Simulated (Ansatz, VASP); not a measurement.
**Two plane-wave programs on Si3Se2**

INCAR

```
  ALGO = Normal
  EDIFF = 1E-6
  EDIFFG = -0.01
  ENCUT = 600
  GGA = PE
  IBRION = 2
  ISIF = 3
  ISMEAR = 0
  LASPH = True
  LCHARG = False
  LREAL = False
  LWAVE = False
  NELM = 80
  NSW = 100
  PREC = Accurate
  SIGMA = 0.1
```

The input KPOINTS:

```
k-points
0
Gamma
  12 12 6
```

File POSCAR:

```
Si3Se2
1.0
    4.8230127054      0.0000000000      0.0000000000
   -2.4115063527      4.1768515257      0.0000000000
    0.0000000000      0.0000000000      7.3081875605
Si Se
3 2
Direct
    0.0000000000      0.3694653488      0.0000000000
    0.6305346512      0.6305346512      0.0000000000
    0.3694653488      0.0000000000      0.0000000000
    0.0000000000      0.0000000000      0.2453049965
    0.0000000000      0.0000000000      0.7546950035
```

Input for Ansatz:

```yaml
crystal:
  lattice:
    - [4.8230127054, 0.0, 0.0]
    - [-2.4115063527, 4.1768515257, 0.0]
    - [0.0, 0.0, 7.3081875605]
  atoms:
    - { symbol: Si, position: [0.0, 0.3694653488, 0.0] }
    - { symbol: Si, position: [0.6305346512, 0.6305346512, 0.0] }
    - { symbol: Si, position: [0.3694653488, 0.0, 0.0] }
    - { symbol: Se, position: [0.0, 0.0, 0.2453049965] }
    - { symbol: Se, position: [0.0, 0.0, 0.7546950035] }
basis:
  ecutwfc: 420
kpoints:
  mp_grid: { grid: [12, 12, 6] }
hamiltonian:
  xc: pbe
scf:
  occupations: { method: gaussian, width: 0.1 }
output:
  forces: true
  stress: true
  eigenvalues: true
relax:
  adjacent_minimum: "off"
  f_tol: 0.01
  max_steps: 80
  cell: { stress_tol: 0.05 }
```

Alike in both runs: task relaxation of cell and atoms; functional PBE; k mesh 12 × 12 × 6; occupations gaussian, width 0.1 eV; no spin polarisation.

|  | VASP | Ansatz |
| --- | --- | --- |
| version | VASP 6.6.1 | Ansatz 0.2.0 |
| potentials or method | VASP PAW PBE potentials, release 64 (Si, Se), cutoff 600 eV | scalar-relativistic, plane waves, PAW |
| valence electrons in the cell | 24 | 44 |

```tsv
	VASP	Ansatz	Ansatz less VASP
gap on the k mesh at the Fermi level, each at its own relaxed structure (eV)	none	none	-
relaxed volume (Å³/atom)	29.46	29.47	+0.012
relaxed cell length with the largest relative difference (Å)	7.308	7.314	+0.0056
```

A gap of «none» marks a metal or a gap that the smearing closes. VASP's potentials hold 24 valence electrons a cell and Ansatz's 44, so a difference there can come from the potentials and not from the codes.
